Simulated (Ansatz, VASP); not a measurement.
**Rb: VASP beside Ansatz**

```xyz
2
Lattice="2.4740 -4.3297 0.0000 2.4740 4.3297 0.0000 0.0000 0.0000 7.1581" Properties=species:S:1:pos:R:3 pbc="T T T"
Rb    2.4740   -2.9096    5.3686
Rb    2.4740    2.9096    1.7895
```

Change from the starting cell: normal strain along x +0.0000, normal strain along z -0.1100.

Alike in both runs: task single point; functional PBE; dispersion D3(BJ); k mesh 10 × 10 × 6; occupations gaussian, width 0.15 eV; no spin polarisation.

```csv
,VASP,Ansatz
version,VASP 6.6.1,Ansatz 0.2.0
potentials or method,"VASP PAW PBE potentials, release 64 (Rb_sv), cutoff 520 eV","scalar-relativistic, plane waves, PAW"
valence electrons in the cell,18,18
```

|  | VASP | Ansatz | Ansatz less VASP |
| --- | --- | --- | --- |
| gap on the k mesh at the Fermi level (eV) | none | none | - |
| pressure (GPa) | 0.5 | 0.5 | 0.00 |
| traceless stress, the component that is largest in VASP (GPa) | 0.36 | 0.36 | 0.000 |

A gap of «none» marks a metal or a gap that the smearing closes.
